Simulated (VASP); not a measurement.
# Si3Ge2Pt (Cmmm) in VASP: notebook

Si3Ge2Pt is run at these levels: PBE; tasks: single point.

Everything below comes from runs of VASP 6.6.1. Logs are shortened: lines on timing, memory, paths and dates and some standing lists are left out, and cuts for length are marked.

**1. The cell of the first run**

Symmetry: Cmmm, No. 65, orthorhombic system. The conventional cell has a = 4.652 Å, b = 7.006 Å, c = 6.823 Å, α = 90.00°, β = 90.00°, γ = 90.00°. Within 1.8 Å of Si (site symmetry m2m) lie 1 Si at 1.36 Å. Within 1.8 Å of Si (site symmetry mmm) lie 2 Si at 1.36 Å. Within 2.1 Å of Ge (site symmetry 2mm) lie 1 Ge at 1.54 Å. Within 2.8 Å of Pt (site symmetry mmm) lie 8 Si at 2.15 to 2.69 Å.

**2. Single point, PBE**

File INCAR:

```
PREC = Accurate
ENCUT = 520
EDIFF = 1E-7
ISMEAR = 0
SIGMA = 0.1
LREAL = F
LASPH = T
NELM = 60
ALGO = Normal
ISIF = 2
LWAVE = F
LCHARG = F
GGA = PE
NBANDS = 34
```

File KPOINTS:

```
regular mesh
0
Gamma
  4 4 4
```

File POSCAR:

```
Si3Ge2Pt
1.0
    2.3257592500     -3.5028496700      0.0000000000
    2.3257592500      3.5028496700      0.0000000000
    0.0000000000      0.0000000000      6.8225943500
Si Ge Pt
3 2 1
Direct
    0.8062496400      0.1937503600      0.0000000000
    0.1937503600      0.8062496400      0.0000000000
    0.0000000000      0.0000000000      0.0000000000
    0.8341150800      0.8341150800      0.5000000000
    0.1658849200      0.1658849200      0.5000000000
    0.5000000000      0.5000000000      0.0000000000
```

Potentials or basis: VASP PAW PBE potentials, release 64 (Si, Ge_d, Pt).

Started as:

```bash
$ cat potpaw_PBE.64/Si/POTCAR potpaw_PBE.64/Ge_d/POTCAR potpaw_PBE.64/Pt/POTCAR > POTCAR
$ mpirun -np 1 vasp_std > vasp.out
```

OUTCAR:

```text
PREC = Accurate
   ENCUT = 520
   EDIFF = 1E-7
   ISMEAR = 0
   LREAL = F
   LASPH = T
   NELM = 60
   ISIF = 2
   GGA = PE

 ion  position               nearest neighbor table
   1  0.806  0.194  0.000-   3 1.36   6 2.15   2 2.46   2 2.46   6 2.69   6 2.69   2 2.71
   2  0.194  0.806  0.000-   3 1.36   6 2.15   1 2.46   1 2.46   6 2.69   6 2.69   1 2.71
   3  0.000  0.000  0.000-   1 1.36   2 1.36   6 2.33   6 2.33
   4  0.834  0.834  0.500-   5 1.54
   5  0.166  0.166  0.500-   4 1.54
   6  0.500  0.500  0.000-   1 2.15   2 2.15   3 2.33   3 2.33   2 2.69   2 2.69   1 2.69   1 2.69

 -----------------------------------------------------------------------------
|                                                                             |
|           W    W    AA    RRRRR   N    N  II  N    N   GGGG   !!!           |
|           W    W   A  A   R    R  NN   N  II  NN   N  G    G  !!!           |
|           W    W  A    A  R    R  N N  N  II  N N  N  G       !!!           |
|           W WW W  AAAAAA  RRRRR   N  N N  II  N  N N  G  GGG   !            |
|           WW  WW  A    A  R   R   N   NN  II  N   NN  G    G                |
|           W    W  A    A  R    R  N    N  II  N    N   GGGG   !!!           |
|                                                                             |
|     The distance between some ions is very small. Please check the          |
|     nearest-neighbor list in the OUTCAR file.                               |
|     I HOPE YOU KNOW WHAT YOU ARE DOING!                                     |
|                                                                             |
 -----------------------------------------------------------------------------

  LATTYP: Found a base centered orthorhombic cell.
 ALAT       =     4.6515185000
 B/A-ratio  =     1.5061101746
 C/A-ratio  =     1.4667456122

  Lattice vectors:

 A1 = (   2.3257592500,  -3.5028496700,   0.0000000000)
 A2 = (   2.3257592500,   3.5028496700,   0.0000000000)
 A3 = (   0.0000000000,   0.0000000000,   6.8225943500)

Analysis of symmetry for initial positions (statically):
=====================================================================
 Subroutine PRICEL returns:
 Original cell was already a primitive cell.

 Routine SETGRP: Setting up the symmetry group for a
 base centered orthorhombic supercell.

 Subroutine GETGRP returns: Found  8 space group operations
 (whereof  8 operations were pure point group operations)
 out of a pool of  8 trial point group operations.

The static configuration has the point symmetry D_2h.

Analysis of symmetry for dynamics (positions and initial velocities):
=====================================================================
 Subroutine PRICEL returns:
 Original cell was already a primitive cell.

 Routine SETGRP: Setting up the symmetry group for a
 base centered orthorhombic supercell.

 Subroutine GETGRP returns: Found  8 space group operations
 (whereof  8 operations were pure point group operations)
 out of a pool of  8 trial point group operations.

The dynamic configuration has the point symmetry D_2h.

 Subroutine INISYM returns: Found  8 space group operations
 (whereof  8 operations are pure point group operations),
 and found     1 'primitive' translations

----------------------------------------------------------------------------------------

                                     Primitive cell

  volume of cell :     111.1644

  direct lattice vectors                    reciprocal lattice vectors
     2.325759250 -3.502849670  0.000000000     0.214983559 -0.142740924  0.000000000
     2.325759250  3.502849670  0.000000000     0.214983559  0.142740924  0.000000000
     0.000000000  0.000000000  6.822594350     0.000000000  0.000000000  0.146571810

  length of vectors
     4.204653600  4.204653600  6.822594350     0.258056005  0.258056005  0.146571810

  position of ions in fractional coordinates (direct lattice)
     0.806249640  0.193750360  0.000000000
     0.193750360  0.806249640  0.000000000
     0.000000000  0.000000000  0.000000000
     0.834115080  0.834115080  0.500000000
     0.165884920  0.165884920  0.500000000
     0.500000000  0.500000000  0.000000000

  ion indices of the primitive-cell ions
   primitive index   ion index
                 1           1
                 2           2
                 3           3
                 4           4
                 5           5
                 6           6

----------------------------------------------------------------------------------------

 KPOINTS: regular mesh

Automatic generation of k-mesh.
 Grid dimensions read from file:
 generate k-points for:    4    4    4

 Generating k-lattice:

  Cartesian coordinates                     Fractional coordinates (reciprocal lattice)
     0.053745890 -0.035685231  0.000000000     0.250000000  0.000000000  0.000000000
     0.053745890  0.035685231  0.000000000     0.000000000  0.250000000  0.000000000
     0.000000000  0.000000000  0.036642952     0.000000000  0.000000000  0.250000000

  Length of vectors
     0.064514001  0.064514001  0.036642952

  Shift w.r.t. Gamma in fractional coordinates (k-lattice)
     0.000000000  0.000000000  0.000000000

 Subroutine IBZKPT returns following result:
 ===========================================

 Found     21 irreducible k-points:

 Following reciprocal coordinates:
            Coordinates               Weight
  0.000000  0.000000  0.000000      1.000000
  0.250000  0.000000  0.000000      4.000000
  0.500000  0.000000  0.000000      2.000000
  0.250000  0.250000  0.000000      2.000000
  0.500000  0.250000  0.000000      4.000000
 -0.250000  0.250000  0.000000      2.000000
[... 13 lines left out ...]
 -0.250000  0.250000  0.500000      2.000000
  0.500000  0.500000  0.500000      1.000000
   k-points           NKPTS =     21   k-points in BZ     NKDIM =     21   number of bands    NBANDS=     34
   number of dos      NEDOS =    301   number of ions     NIONS =      6
   total plane-waves  NPLWV =  55296
   dimension x,y,z NGX =    32 NGY =   32 NGZ =   54
   dimension x,y,z NGXF=    64 NGYF=   64 NGZF=  108
   ions per type =               3   2   1
   NGX,Y,Z   is equivalent  to a cutoff of  12.65, 12.65, 13.16 a.u.
   NGXF,Y,Z  is equivalent  to a cutoff of  25.30, 25.30, 26.32 a.u.
 SYSTEM =  unknown system
   PREC   = accura    normal or accurate (medium, high low for compatibility)
   ISTART =      0    job   : 0-new  1-cont  2-samecut
   ICHARG =      2    charge: 1-file 2-atom 10-const
   ISPIN  =      1    spin polarized calculation?
   LNONCOLLINEAR =      F non collinear calculations
   LSORBIT =      F    spin-orbit coupling
   LASPH  =      T    aspherical Exc in radial PAW
   ENCUT  =  520.0 eV  38.22 Ry    6.18 a.u.   7.82  7.82 12.69*2*pi/ulx,y,z
   NELM   =     60;   NELMIN=  2; NELMDL= -5     # of ELM steps
   EDIFF  = 0.1E-06   stopping-criterion for ELM
   LREAL  =      F    real-space projection
   EDIFFG = 0.1E-05   stopping-criterion for IOM
   NSW    =      0    number of steps for IOM
   IBRION =     -1    ionic relax: 0-MD 1-quasi-New 2-CG
   NFREE  =      0    steps in history (QN), initial steepest desc. (CG)
   ISIF   =      2    stress and relaxation
   ISYM   =      2    0-nonsym 1-usesym 2-fastsym
   POTIM  = 0.5000    time-step for ionic-motion
   TEBEG  =    0.0;   TEEND  =   0.0 temperature during run
   PSTRESS=    0.0 pullay stress
   NELECT =      50.0000    total number of electrons
   NUPDOWN=      -1.0000    fix difference up-down
   EMIN   =  10.00;   EMAX   =-10.00  energy-range for DOS
   EFERMI =   0.00;   METHOD = LEGACY
   ISMEAR =     0;   SIGMA  =   0.10  broadening in eV -4-tet -1-fermi 0-gaus
   EFERMI_NEDOS =   21; number of points for ismear=-14 and -15
   IALGO  =     38    algorithm
   IMIX   =      4    mixing-type and parameters
     AMIX     =   0.40;   BMIX     =  1.00
     AMIX_MAG =   1.60;   BMIX_MAG =  1.00
  volume/ion in A,a.u.               =      18.53       125.03
  Fermi-wavevector in a.u.,A,eV,Ry     =   1.254324  2.370328 21.406420  1.573327
  Thomas-Fermi vector in A             =   2.388134
   LORBIT       =      0    0 simple, 1 ext, 2 COOP (PROOUT), +10 PAW based schemes
   GGA     = PE    functional components
   LHFCALC =     F    Hartree Fock is set to
   AEXX    =    0.0000 exact exchange contribution
   IVDW    =     0    specifies the selected vdW correction
   LEPSILON=     F    determine dielectric tensor
   LRPA    =     F    only Hartree local field effects (RPA)
 non-spin polarized calculation
 Gauss-broadening in eV      SIGMA  =   0.10
  energy-cutoff  :      520.00
  volume of cell :      111.16
 maximum number of plane-waves:      3026
   NGX = 15   NGY = 15   NGZ = 25

 number of electron      49.9999986 magnetization

 Free energy of the ion-electron system (eV)
  ---------------------------------------------------
  ext. energy  EPLUGINS =         0.00000000
  ---------------------------------------------------
  free energy    TOTEN  =        22.62378973 eV

  energy without entropy =       22.64376178  energy(sigma->0) =       22.63377576

 E-fermi :   6.0565     XC(G=0): -10.1359

 val. band max:        6.0527578046   @ k =   0.2500   0.2500   0.0000
 cond. band min:       6.0571797431   @ k =   0.2500   0.0000   0.0000
 fundamental gap:      0.0044219385
 Fermi energy:         6.0565441998

 k-point     1 :       0.0000    0.0000    0.0000
  band No.  band energies     occupation
      1     -21.6683      2.00000
      2     -20.3242      2.00000
      3     -20.2943      2.00000
      4     -18.7933      2.00000
      5     -18.7847      2.00000
      6     -18.4026      2.00000
[... 26 lines left out ...]
     33      11.7525      0.00000
     34      11.7767      0.00000

 k-point     2 :       0.2500    0.0000    0.0000
  band No.  band energies     occupation
      1     -21.6559      2.00000
      2     -20.3197      2.00000
      3     -20.2911      2.00000
      4     -18.7902      2.00000
      5     -18.7854      2.00000
      6     -18.4023      2.00000
[... 695 lines left out ...]
 k-point    21 :       0.5000    0.5000    0.5000
  band No.  band energies     occupation
      1     -21.6680      2.00000
      2     -20.3195      2.00000
      3     -20.2948      2.00000
      4     -18.7891      2.00000
      5     -18.7826      2.00000
      6     -18.4070      2.00000
[... 26 lines left out ...]
     33      12.0746      0.00000
     34      14.6402      0.00000

------------------------ aborting loop because EDIFF is reached ----------------------------------------

  FORCE on cell =-STRESS in cart. coord.  units (eV):
  Direction    XX          YY          ZZ          XY          YZ          ZX
  --------------------------------------------------------------------------------------
  -------------------------------------------------------------------------------------
  Total       83.7228839    215.4769792      2.1546803      0.0000000      0.0000000      0.0000000
  in kB     1206.6712337   3105.6010055     31.0547208      0.0000000      0.0000000      0.0000000
  external PRESSURE =    1447.7756533 kB  Pullay stress =       0.0000000 kB

 VOLUME and BASIS-vectors are now :
 -----------------------------------------------------------------------------
  energy-cutoff  :      520.00
  volume of cell :      111.16
      direct lattice vectors                 reciprocal lattice vectors
     2.325759250 -3.502849670  0.000000000     0.214983559 -0.142740924  0.000000000
     2.325759250  3.502849670  0.000000000     0.214983559  0.142740924  0.000000000
     0.000000000  0.000000000  6.822594350     0.000000000  0.000000000  0.146571810

 POSITION                                       TOTAL-FORCE (eV/Angst)
 -----------------------------------------------------------------------------------
      2.32576     -2.14549      0.00000         0.000000     67.385146     -0.000000
      2.32576      2.14549      0.00000         0.000000    -67.385146      0.000000
      0.00000      0.00000      0.00000         0.000000      0.000000      0.000000
      3.87990      0.00000      3.41130       -45.035288      0.000000      0.000000
      0.77162      0.00000      3.41130        45.035288      0.000000      0.000000
      2.32576      0.00000      0.00000        -0.000000      0.000000      0.000000
 -----------------------------------------------------------------------------------
    total drift:                               -0.000000     -0.000000      0.000000

  FREE ENERGIE OF THE ION-ELECTRON SYSTEM (eV)
  ---------------------------------------------------
  free  energy   TOTEN  =        22.6237897274 eV

  energy  without entropy=       22.6437617830  energy(sigma->0) =       22.63377576
```

It took 98 s on 1 thread of AMD EPYC 7R43 (Zen 3), shared host; peak memory 0.22 GiB.

What came out:

* Free energy: 22.6238 eV
* Pressure: 144.8 GPa
* Largest force: 67.385 eV/Å
* Band gap on the k mesh: zero (band 25 reaches 6.70 eV, above the bottom of band 26 at 5.68 eV)

Forces on the atoms (eV/Å):
```
Si    0.000  67.385   0.000
Si    0.000 -67.385   0.000
Si    0.000   0.000   0.000
Ge  -45.035   0.000   0.000
Ge   45.035   0.000   0.000
Pt    0.000   0.000   0.000
```

Caveat: the k points lie up to 0.41 Å⁻¹ apart; spin-orbit coupling is left out, which moves the levels of the heavy elements; forces of over 1 eV/Å act on the atoms, so gaps and moduli don't describe the material at rest.

**3. Single point, PBE**

This run uses another cell than the first one, of 20.56 Å³/atom, 1.110 times its volume.

File INCAR:

```
PREC = Accurate
ENCUT = 520
EDIFF = 1E-6
ISMEAR = 0
SIGMA = 0.1
LREAL = False
LASPH = True
NELM = 60
ALGO = Normal
ISIF = 2
LWAVE = False
LCHARG = False
GGA = PE
NBANDS = 34
```

File KPOINTS:

```
Automatic mesh
0
Gamma
  4 4 4
```

File POSCAR:

```
Si3Ge2Pt
1.0
    2.6521062556     -4.8091191129      0.0000000000
    2.6521062556      4.8091191129      0.0000000000
    0.0000000000      0.0000000000      4.8362561006
Si Ge Pt
3 2 1
Direct
    0.7515163856      0.2484836144      0.0000000000
    0.2484836144      0.7515163856      0.0000000000
    0.0000000000      0.0000000000      0.0000000000
    0.7567975505      0.7567975505      0.5000000000
    0.2432024495      0.2432024495      0.5000000000
    0.5000000000      0.5000000000      0.0000000000
```

Potentials or basis: VASP PAW PBE potentials, release 64 (Si, Ge_d, Pt).

Started as:

```bash
$ cat potpaw_PBE.64/Si/POTCAR potpaw_PBE.64/Ge_d/POTCAR potpaw_PBE.64/Pt/POTCAR > POTCAR
$ mpirun -np 1 vasp_std > vasp.out
```

It took 86 s on 1 thread of AMD EPYC 7R43 (Zen 3), shared host; peak memory 0.25 GiB.

Results (log left out):

- Free energy: -28.7834 eV
- Pressure: 0.1 GPa
- Largest force: 0.023 eV/Å
- Band gap on the k mesh: zero (band 25 reaches 6.91 eV, above the bottom of band 26 at 4.91 eV)

Forces in eV/Å, atoms in the order of the input:
```
Si   0.000 -0.003  0.000
Si   0.000  0.003  0.000
Si   0.000  0.000  0.000
Ge  -0.023  0.000  0.000
Ge   0.023  0.000  0.000
Pt   0.000  0.000  0.000
```

Stress tensor (GPa, compression positive):
```
0.03 0.00 0.00
0.00 0.18 0.00
0.00 0.00 0.04
```

Levels at points of the mesh, in eV from the Fermi level:
```
           k point  band 23  band 24  band 25  band 26  band 27  band 28
(0.00, 0.00, 0.00)    -1.52    -1.36    -0.14     0.43     0.58     1.28
(0.50, 0.00, 0.00)    -1.10    -0.21     0.56     0.58     0.61     0.68
(0.50, 0.50, 0.00)    -1.42    -1.28    -0.40    -0.34     0.95     1.06
(0.00, 0.00, 0.50)    -1.83    -1.68    -1.38    -1.25    -0.90     0.91
(0.50, 0.00, 0.50)    -0.46     0.18     0.40     1.27     1.29     1.81
(0.50, 0.50, 0.50)    -1.89    -1.24    -0.64     1.16     2.13     2.48
```

Caveat: spin-orbit coupling is left out, which moves the levels of the heavy elements.

**4. Single point, PBE**

File INCAR:

```
PREC = Accurate
ENCUT = 500
EDIFF = 1E-6
ISMEAR = 0
SIGMA = 0.1
LREAL = F
LASPH = T
NELM = 120
ALGO = Normal
ISIF = 2
LWAVE = F
LCHARG = F
GGA = PE
NBANDS = 38
GGA_COMPAT = F
```

File KPOINTS:

```
regular mesh
0
Gamma
  4 4 4
```

File POSCAR:

```
Si3Ge2Pt
1.0
    2.3257592500     -3.5028496700      0.0000000000
    2.3257592500      3.5028496700      0.0000000000
    0.0000000000      0.0000000000      6.8225943500
Si Ge Pt
3 2 1
Direct
    0.8062496400      0.1937503600      0.0000000000
    0.1937503600      0.8062496400      0.0000000000
    0.0000000000      0.0000000000      0.0000000000
    0.8341150800      0.8341150800      0.5000000000
    0.1658849200      0.1658849200      0.5000000000
    0.5000000000      0.5000000000      0.0000000000
```

Potentials or basis: VASP PAW PBE potentials, release 64 (Si, Ge_d, Pt_sv_GW).

Started as:

```bash
$ cat potpaw_PBE.64/Si/POTCAR potpaw_PBE.64/Ge_d/POTCAR potpaw_PBE.64/Pt_sv_GW/POTCAR > POTCAR
$ mpirun -np 1 vasp_std > vasp.out
```

It took 43 s on 1 thread of Intel Xeon 6975P-C (Granite Rapids), shared host; peak memory 0.27 GiB.

The run converged. Its results:

| Quantity | Value |
| --- | --- |
| Free energy | 22.6566 eV |
| Pressure | 144.3 GPa |
| Largest force | 67.388 eV/Å |
| Band gap on the k mesh | zero (band 29 reaches 6.62 eV, above the bottom of band 30 at 5.62 eV) |

Forces on the atoms (eV/Å):
```
Si    0.000  67.388   0.000
Si    0.000 -67.388   0.000
Si    0.000   0.000   0.000
Ge  -45.032   0.000   0.000
Ge   45.032   0.000   0.000
Pt    0.000   0.000   0.000
```

Stress tensor (GPa, compression positive):
```
120.17   0.00   0.00
  0.00 309.97   0.00
  0.00   0.00   2.64
```

Levels at points of the mesh, in eV from the Fermi level:
```csv
k point,band 25,band 26,band 27,band 28,band 29,band 30,band 31,band 32,band 33,band 34
"(0.00, 0.00, 0.00)",-1.57,-1.40,-0.70,-0.63,-0.28,0.28,1.11,1.18,3.21,3.89
"(0.50, 0.00, 0.00)",-2.02,-1.80,-1.77,-0.77,0.38,1.85,2.21,2.70,4.34,4.84
"(0.50, 0.50, 0.00)",-3.05,-2.67,-2.19,-0.60,-0.10,-0.04,0.95,3.14,3.50,4.10
"(0.00, 0.00, 0.50)",-1.53,-1.29,-1.19,-0.83,-0.69,-0.06,1.20,1.58,3.50,3.60
"(0.50, 0.00, 0.50)",-2.03,-1.63,-1.38,-1.16,-0.36,2.38,2.50,3.45,3.47,4.44
"(0.50, 0.50, 0.50)",-3.00,-2.53,-1.91,-1.44,-0.76,0.38,0.95,3.14,4.07,4.23
```

Caveat: the k points lie up to 0.41 Å⁻¹ apart; spin-orbit coupling is left out, which moves the levels of the heavy elements; forces of over 1 eV/Å act on the atoms, so gaps and moduli don't describe the material at rest.

**5. Summary**

| potentials or basis | cell | cutoff (eV) | second run | gap on the mesh (eV) | pressure (GPa) | largest force (eV/Å) |
| --- | --- | --- | --- | --- | --- | --- |
| VASP PAW PBE potentials, release 64 (Si, Ge_d, Pt) | a = 4.205, b = 4.205, c = 6.823 Å, angles 90.0, 90.0, 112.8°, 6 atoms | 520 | - | none | 144.8 | 67.39 |
| VASP PAW PBE potentials, release 64 (Si, Ge_d, Pt) | a = 5.492, b = 5.492, c = 4.836 Å, angles 90.0, 90.0, 122.2°, 6 atoms | 520 | - | none | 0.1 | 0.02 |
| VASP PAW PBE potentials, release 64 (Si, Ge_d, Pt_sv_GW) | a = 4.205, b = 4.205, c = 6.823 Å, angles 90.0, 90.0, 112.8°, 6 atoms | 500 | valence_matched | none | 144.3 | 67.39 |

Alike in all rows: task single point; level PBE; no spin polarisation; k mesh 4 × 4 × 4; smearing gaussian 0.1 eV.

Caveats: some runs use coarse meshes; spin-orbit coupling is left out, which moves the levels of the heavy elements; forces of over 1 eV/Å act on the atoms, so gaps and moduli don't describe the material at rest (some runs).

Total energies depend on the potentials used, so only differences within one code and one set of settings carry meaning.
